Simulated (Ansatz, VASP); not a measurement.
## ZnO in VASP and in Ansatz

Contents of POSCAR:

```
ZnO
1.0
    3.2351576527      0.0000000000      0.0000000000
   -1.6175788264      2.8017287125      0.0000000000
    0.0000000000      0.0000000000      5.2110795600
Zn O
2 2
Direct
    0.3333333333      0.6666666667     -0.0259090968
    0.6666666667      0.3333333333      0.4740909032
    0.3333333333      0.6666666667      0.4079090968
    0.6666666667      0.3333333333      0.9079090968
```

The input INCAR.step1:

```
SYSTEM = ZnO
PREC = Accurate
ENCUT = 520
ISMEAR = 0
SIGMA = 0.01
LREAL = .False.
LASPH = .True.
NELM = 60
NBANDS = 26
GGA = PE
ALGO = Normal
EDIFF = 1E-4
LWAVE = .True.
LCHARG = .False.
```

INCAR.step2

```
SYSTEM = ZnO
PREC = Accurate
ENCUT = 520
EDIFF = 1E-7
ISMEAR = 0
SIGMA = 0.01
LREAL = .False.
LASPH = .True.
NELM = 60
ALGO = Normal
ISIF = 2
LWAVE = .False.
LCHARG = .False.
METAGGA = R2SCAN
LMIXTAU = .True.
NBANDS = 26
ISTART = 1
```

File KPOINTS:

```
regular mesh
0
Gamma
  12 12 8
  0 0 0
```

Input for Ansatz:

```yaml
crystal:
  lattice:
    - [3.2351576527, 0.0, 0.0]
    - [-1.6175788264, 2.8017287125, 0.0]
    - [0.0, 0.0, 5.21107956]
  atoms:
    - { symbol: Zn, position: [0.3333333333, 0.6666666667, -0.0259090968] }
    - { symbol: Zn, position: [0.6666666667, 0.3333333333, 0.4740909032] }
    - { symbol: O, position: [0.3333333333, 0.6666666667, 0.4079090968] }
    - { symbol: O, position: [0.6666666667, 0.3333333333, 0.9079090968] }
basis:
  ecutwfc: 600.0
  xc_grid: 2
kpoints:
  mp_grid: { grid: [12, 12, 8] }
hamiltonian:
  xc: r2scan
  pseudopotentials: { kind: paw, azcp: { folder: soft_1 } }
scf:
  occupations: { method: fixed }
output:
  forces: true
  stress: true
  eigenvalues: true
  polarization: {}
```

Change from the starting cell: polar distortion scaled by 0.55.

Alike in both runs: task single point; functional r2SCAN; k mesh 12 × 12 × 8; no spin polarisation.

```csv
,VASP,Ansatz
version,VASP 6.6.1,Ansatz 0.2.0
potentials or method,"VASP PAW PBE potentials, release 64 (Zn, O), cutoff 520 eV","scalar-relativistic, plane waves, PAW"
occupations,"gaussian, width 0.01 eV",fixed
valence electrons in the cell,36,36
```

```csv
,VASP,Ansatz,Ansatz less VASP
gap on the k mesh at the Fermi level (eV),1.27,1.26,-0.009
least direct gap on the mesh (eV),1.27,1.26,-0.009
pressure (GPa),4.9,3.6,-1.30
"traceless stress, the component that is largest in VASP (GPa)",-10.29,-9.45,+0.837
rms of the force components (eV/Å),0.399,0.378,-0.0211
```

VASP's potentials were made for PBE, not for r2SCAN. Atom by atom the forces differ by 0.021 eV/Å (rms over components).
